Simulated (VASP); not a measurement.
# GaB8 (Cmmm) in VASP: a series of runs, part 3 of 3

VASP 6.6.1.

**7. Relaxation of cell and atoms, PBE**

This run uses another cell than the first one, of 10.61 Å³/atom.

File INCAR:

```
PREC     = Accurate       # precision mode
ENCUT    = 600            # plane-wave cutoff, eV
EDIFF    = 1E-7           # SCF threshold, eV
ISMEAR   = 0              # smearing method
SIGMA    = 0.1            # smearing width, eV
LREAL    = False          # projectors in reciprocal space
LASPH    = True           # aspherical terms in the spheres
NELM     = 100            # most SCF steps
ALGO     = Normal         # electronic algorithm
ISIF     = 3              # what is computed and relaxed
LWAVE    = False          # write WAVECAR
LCHARG   = False          # write CHGCAR
GGA      = PE             # functional
IBRION   = 2              # ionic algorithm
NSW      = 90             # ionic steps
EDIFFG   = -0.04          # ionic threshold
```

File KPOINTS:

```
Automatic mesh
0
Gamma
  4 4 6
```

File POSCAR:

```
GaB8
1.0
    2.9751502491     -4.7143122765      0.0000000000
    2.9751502491      4.7143122765      0.0000000000
    0.0000000000      0.0000000000      3.4029477897
Ga B
1 8
Direct
    0.5000000000      0.5000000000      0.0000000000
    0.1409123472      0.1409123472      0.5000000000
    0.8590876528      0.8590876528      0.5000000000
    0.2678103343      0.7321896657      0.5000000000
    0.7321896657      0.2678103343      0.5000000000
    0.0785900572      0.4068342522      0.5000000000
    0.9214099428      0.5931657478      0.5000000000
    0.4068342522      0.0785900572      0.5000000000
    0.5931657478      0.9214099428      0.5000000000
```

Potentials or basis: VASP PAW PBE potentials, release 64 (Ga_d, B).

The run is started by

```sh
$ cat potpaw_PBE.64/Ga_d/POTCAR potpaw_PBE.64/B/POTCAR > POTCAR
$ mpirun -np 1 vasp_std > vasp.out
```

OUTCAR:

```text
PREC = Accurate
   ENCUT = 600
   EDIFF = 1E-7
   ISMEAR = 0
   LREAL = False
   LASPH = True
   NELM = 100
   ISIF = 3
   GGA = PE
   IBRION = 2
   NSW = 90
   EDIFFG = -0.04

 ion  position               nearest neighbor table
   1  0.500  0.500  0.000-
   2  0.141  0.141  0.500-   6 1.66   8 1.66   3 1.68
   3  0.859  0.859  0.500-   7 1.66   9 1.66   2 1.68
   4  0.268  0.732  0.500-   6 1.66   9 1.66   8 1.74   7 1.74
   5  0.732  0.268  0.500-   7 1.66   8 1.66   6 1.74   9 1.74
   6  0.079  0.407  0.500-   7 1.62   4 1.66   2 1.66   5 1.74
   7  0.921  0.593  0.500-   6 1.62   5 1.66   3 1.66   4 1.74
   8  0.407  0.079  0.500-   9 1.62   5 1.66   2 1.66   4 1.74
   9  0.593  0.921  0.500-   8 1.62   4 1.66   3 1.66   5 1.74

  LATTYP: Found a base centered orthorhombic cell.
 ALAT       =     5.9503004982
 B/A-ratio  =     1.5845627554
 C/A-ratio  =     0.5718951153

  Lattice vectors:

 A1 = (   2.9751502491,  -4.7143122765,   0.0000000000)
 A2 = (   2.9751502491,   4.7143122765,   0.0000000000)
 A3 = (   0.0000000000,   0.0000000000,   3.4029477897)

Analysis of symmetry for initial positions (statically):
=====================================================================
 Subroutine PRICEL returns:
 Original cell was already a primitive cell.

 Routine SETGRP: Setting up the symmetry group for a
 base centered orthorhombic supercell.

 Subroutine GETGRP returns: Found  8 space group operations
 (whereof  8 operations were pure point group operations)
 out of a pool of  8 trial point group operations.

The static configuration has the point symmetry D_2h.

Analysis of symmetry for dynamics (positions and initial velocities):
=====================================================================
 Subroutine PRICEL returns:
 Original cell was already a primitive cell.

 Routine SETGRP: Setting up the symmetry group for a
 base centered orthorhombic supercell.

[... 144 lines left out ...]
   LHFCALC =     F    Hartree Fock is set to
   AEXX    =    0.0000 exact exchange contribution
   IVDW    =     0    specifies the selected vdW correction
   LEPSILON=     F    determine dielectric tensor
   LRPA    =     F    only Hartree local field effects (RPA)
 conjugate gradient relaxation of ions
 non-spin polarized calculation
 Gauss-broadening in eV      SIGMA  =   0.10
  energy-cutoff  :      600.00
  volume of cell :       95.46
 maximum number of plane-waves:      3200
 NGX is ok and might be reduce to    48
   NGX = 23   NGY = 23   NGZ = 13

--------------------------------------- Ionic step        1  -------------------------------------------

 number of electron      36.9999996 magnetization

 Free energy of the ion-electron system (eV)
  ---------------------------------------------------
  ext. energy  EPLUGINS =         0.00000000
  ---------------------------------------------------
  free energy    TOTEN  =       -50.84225743 eV

  energy without entropy =      -50.82707097  energy(sigma->0) =      -50.83466420

------------------------ aborting loop because EDIFF is reached ----------------------------------------

  FORCE on cell =-STRESS in cart. coord.  units (eV):
  Direction    XX          YY          ZZ          XY          YZ          ZX
  --------------------------------------------------------------------------------------
  -------------------------------------------------------------------------------------
  Total        0.3611465      0.8809132     -0.1225424      0.0000000      0.0000000      0.0000000
  in kB        6.0615186     14.7853346     -2.0567634      0.0000000      0.0000000      0.0000000
  external PRESSURE =       6.2633633 kB  Pullay stress =       0.0000000 kB
[... 116 lines left out ...]
--------------------------------------- Ionic step        4  -------------------------------------------

 number of electron      36.9999997 magnetization

 Free energy of the ion-electron system (eV)
  ---------------------------------------------------
  ext. energy  EPLUGINS =         0.00000000
  ---------------------------------------------------
  free energy    TOTEN  =       -50.84439785 eV

  energy without entropy =      -50.82899501  energy(sigma->0) =      -50.83669643

 E-fermi :   3.8482     XC(G=0): -10.3692

 val. band max:        3.8349788861   @ k =   0.0000   0.0000   0.0000
 cond. band min:       3.8637797646   @ k =   0.5000   0.5000   0.0000
 fundamental gap:      0.0288008785
 Fermi energy:         3.8481568975

 k-point     1 :       0.0000    0.0000    0.0000
  band No.  band energies     occupation
      1     -11.0991      2.00000
      2     -11.0509      2.00000
      3     -11.0508      2.00000
      4     -11.0441      2.00000
      5     -11.0425      2.00000
      6      -9.5717      2.00000
[... 613 lines left out ...]
     22       6.7602      0.00000
     23       7.4558      0.00000

 [... further k-points ...]

------------------------ aborting loop because EDIFF is reached ----------------------------------------

  FORCE on cell =-STRESS in cart. coord.  units (eV):
  Direction    XX          YY          ZZ          XY          YZ          ZX
  --------------------------------------------------------------------------------------
  -------------------------------------------------------------------------------------
  Total        0.0167831     -0.1485119     -0.0914918      0.0000000      0.0000000      0.0000000
  in kB        0.2808093     -2.4848450     -1.5308061      0.0000000      0.0000000      0.0000000
  external PRESSURE =      -1.2449473 kB  Pullay stress =       0.0000000 kB
[... 24 lines left out ...]
  FREE ENERGIE OF THE ION-ELECTRON SYSTEM (eV)
  ---------------------------------------------------
  free  energy   TOTEN  =       -50.8443978479 eV

  energy  without entropy=      -50.8289950101  energy(sigma->0) =      -50.83669643

 reached required accuracy - stopping structural energy minimisation
```

OSZICAR:

```text
N       E                     dE             d eps       ncg     rms          rms(c)
DAV:   1     0.254591333232E+03    0.25459E+03   -0.18262E+04  1302   0.205E+03
DAV:   2    -0.240163194592E+02   -0.27861E+03   -0.26989E+03  1449   0.470E+02
DAV:   3    -0.561792209828E+02   -0.32163E+02   -0.31373E+02  1657   0.123E+02
[... 34 lines left out ...]
DAV:   2    -0.508444687897E+02    0.12860E-03   -0.67094E-04  1619   0.222E-01    0.513E-02
DAV:   3    -0.508443989958E+02    0.69794E-04   -0.13382E-04  1515   0.793E-02    0.105E-02
DAV:   4    -0.508443983400E+02    0.65576E-06   -0.18445E-05  1533   0.282E-02    0.438E-03
DAV:   5    -0.508443978713E+02    0.46877E-06   -0.10830E-06  1728   0.803E-03    0.124E-03
DAV:   6    -0.508443978479E+02    0.23310E-07   -0.13338E-07  1149   0.337E-03
   4 F= -.50844398E+02 E0= -.50836696E+02  d E =-.164867E-03
```

It took 3.6 min on 1 thread of Intel Xeon 6975P-C (Granite Rapids), shared host; peak memory 0.28 GiB.

Results:

| Item | Value |
| --- | --- |
| Free energy | -50.8444 eV |
| Relaxed volume | 10.64 Å³/atom |
| Relaxed cell | a = 5.588 Å, b = 5.588 Å, c = 3.400 Å, α = 90.00°, β = 90.00°, γ = 115.58° |
| Space group after relaxing (to 0.1 Å) | Cmmm (No. 65) |
| Energy gained by relaxing | 0.2 meV/atom |
| Ionic steps | 4 |
| Pressure after relaxing | -0.1 GPa |
| Largest force after relaxing | 0.035 eV/Å |
| Band gap on the k mesh | zero (an odd number of electrons rules out a gap without spin polarisation) |

Forces on the atoms (eV/Å):
```
Ga   0.000  0.000  0.000
B    0.026  0.000  0.000
B   -0.026  0.000  0.000
B    0.000  0.035  0.000
B    0.000 -0.035  0.000
B   -0.004 -0.032  0.000
B    0.004  0.032  0.000
B   -0.004  0.032  0.000
B    0.004 -0.032  0.000
```

Stress tensor (GPa, compression positive):
```
 0.03  0.00  0.00
 0.00 -0.25  0.00
 0.00  0.00 -0.15
```

The path:
| step | energy change (eV) | largest force (eV/Å) | pressure (GPa) | volume (Å³) |
| --- | --- | --- | --- | --- |
| 1 | 0.0000 | 0.1260 | 0.63 | 95.46 |
| 2 | 0.0004 | 0.2053 | -0.72 | 96.03 |
| 3 | -0.0020 | 0.0462 | -0.01 | 95.73 |
| 4 | -0.0021 | 0.0353 | -0.12 | 95.76 |

Final structure:
```
CELL_PARAMETERS angstrom
2.97845 -4.72797 0.00000
2.97845 4.72797 0.00000
0.00000 0.00000 3.39999
ATOMIC_POSITIONS crystal
Ga 0.50000 0.50000 0.00000
B 0.14034 0.14034 0.50000
B 0.85966 0.85966 0.50000
B 0.26774 0.73226 0.50000
B 0.73226 0.26774 0.50000
B 0.07911 0.40697 0.50000
B 0.92089 0.59302 0.50000
B 0.40697 0.07911 0.50000
B 0.59302 0.92089 0.50000
```

Levels at points of the mesh, in eV from the Fermi level:
| k point | band 17 | band 18 | band 19 | band 20 | band 21 | band 22 |
| --- | --- | --- | --- | --- | --- | --- |
| (0.00, 0.00, 0.00) | 0.79 | 1.03 | 2.36 | 2.42 | 2.44 | 2.67 |
| (0.50, 0.00, 0.00) | -1.61 | -0.31 | 0.94 | 1.39 | 2.66 | 4.77 |
| (0.50, 0.50, 0.00) | -0.18 | 0.02 | 0.19 | 0.68 | 2.00 | 2.94 |
| (0.00, 0.00, 0.50) | -1.73 | -1.68 | -1.57 | -0.33 | 0.25 | 1.05 |
| (0.50, 0.00, 0.50) | -2.26 | -2.23 | -0.71 | 0.05 | 2.14 | 2.91 |
| (0.50, 0.50, 0.50) | -2.56 | -2.52 | -1.87 | 0.86 | 2.43 | 2.98 |

**8. The runs side by side**

```csv
task,cell,k mesh,cutoff (eV),smearing,gap on the mesh (eV),pressure (GPa),relaxed volume (Å³/atom),largest force (eV/Å)
single point,"a = 4.442, b = 4.442, c = 3.975 Å, angles 90.0, 90.0, 105.7°, 9 atoms, atomic positions A",4 × 4 × 4,520,gaussian 0.1 eV,none,171.7,-,8.73
single point,"a = 5.575, b = 5.575, c = 3.403 Å, angles 90.0, 90.0, 115.5°, 9 atoms, atomic positions B",4 × 4 × 4,520,gaussian 0.1 eV,none,0.1,-,0.01
single point,"a = 5.586, b = 5.586, c = 3.393 Å, angles 90.0, 90.0, 115.6°, 9 atoms, atomic positions B",4 × 4 × 6,520,gaussian 0.1 eV,none,0.0,-,0.02
single point,"a = 3.458, b = 5.611, c = 5.611 Å, angles 116.9, 90.0, 90.0°, 9 atoms, atomic positions C",6 × 4 × 4,520,gaussian 0.2 eV,none,0.5,-,0.08
relaxation of cell and atoms,"relaxed from a = 4.442, b = 4.442, c = 3.975 Å, angles 90.0, 90.0, 105.7°, 9 atoms, atomic positions A",4 × 4 × 4,600,gaussian 0.1 eV,none,0.1,10.61,0.03
relaxation of cell and atoms,"relaxed from a = 5.575, b = 5.575, c = 3.403 Å, angles 90.0, 90.0, 115.5°, 9 atoms, atomic positions B",4 × 4 × 6,600,gaussian 0.1 eV,none,-0.1,10.64,0.04
```

Alike in all rows: level PBE; potentials or basis VASP PAW PBE potentials, release 64 (Ga_d, B); no spin polarisation.

Caveats: some runs use coarse meshes; forces of over 1 eV/Å act on the atoms, so gaps and moduli don't describe the material at rest (at least some runs); the volume moved by over 15 % at a fixed basis, so the end points are rough (at least some runs).

Absolute energies hang on the potentials; compare differences alone.
